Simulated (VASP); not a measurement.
## SnH5: single point with PBE

SnH5:

```
Sn H
1.0
     3.13659    0.00000    0.00000
    -1.56829    2.71636    0.00000
     0.00000    0.00000    5.97826
Sn H
1 5
Direct
  0.00000 0.00000 0.50000
  0.00000 0.00000 0.17503
  0.00000 0.00000 0.82497
  0.00000 0.00000 0.00000
  0.33333 0.66667 0.00000
  0.66667 0.33333 0.00000
```

```
Program                : VASP 6.6.1
Task                   : single point
Functional             : PBE
Potentials or basis    : VASP PAW PBE potentials, release 64 (Sn_d, H)
Cutoff                 : 520 eV
k mesh                 : 6 × 6 × 4
Occupations            : gaussian, width 0.1 eV
Spin                   : no spin polarisation
Dipole correction      : no
Further INCAR settings : ALGO = Normal; EDIFF = 1e-06; NBANDS = 18
```

```json
{
 "Pressure": "-0.4 GPa",
 "Largest force": "0.004 eV/Å"
}
```

Forces on the atoms (eV/Å):
```
Sn   0.000  0.000  0.000
H    0.000  0.000  0.004
H    0.000  0.000 -0.004
H    0.000  0.000  0.000
H    0.000  0.000  0.000
H    0.000  0.000  0.000
```

Levels at points of the mesh, in eV from the Fermi level:
| k point | band 5 | band 6 | band 7 | band 8 | band 9 | band 10 | band 11 | band 12 | band 13 | band 14 |
| --- | --- | --- | --- | --- | --- | --- | --- | --- | --- | --- |
| (0.00, 0.00, 0.00) | -21.49 | -11.71 | -8.69 | -5.71 | 1.13 | 4.97 | 5.54 | 7.03 | 8.88 | 8.88 |
| (0.50, 0.00, 0.00) | -21.45 | -8.44 | -4.61 | -4.37 | -3.53 | -2.73 | 1.60 | 4.13 | 4.68 | 7.94 |
| (0.00, 0.00, 0.50) | -21.49 | -10.76 | -10.69 | -1.98 | -1.32 | 1.83 | 5.55 | 9.02 | 9.02 | 11.33 |
| (0.50, 0.00, 0.50) | -21.45 | -8.01 | -6.53 | -3.90 | -3.77 | 1.10 | 1.11 | 2.32 | 4.80 | 6.53 |

Run time: 18 s on 1 thread of Intel(R) Xeon(R) Platinum 8259CL CPU @ 2.50GHz (Skylake/Cascade Lake), with other jobs on the host, peak memory 0.17 GiB.

Caveat: the k points lie up to 0.39 Å⁻¹ apart; spin-orbit coupling is left out, which moves the levels of the heavy elements.
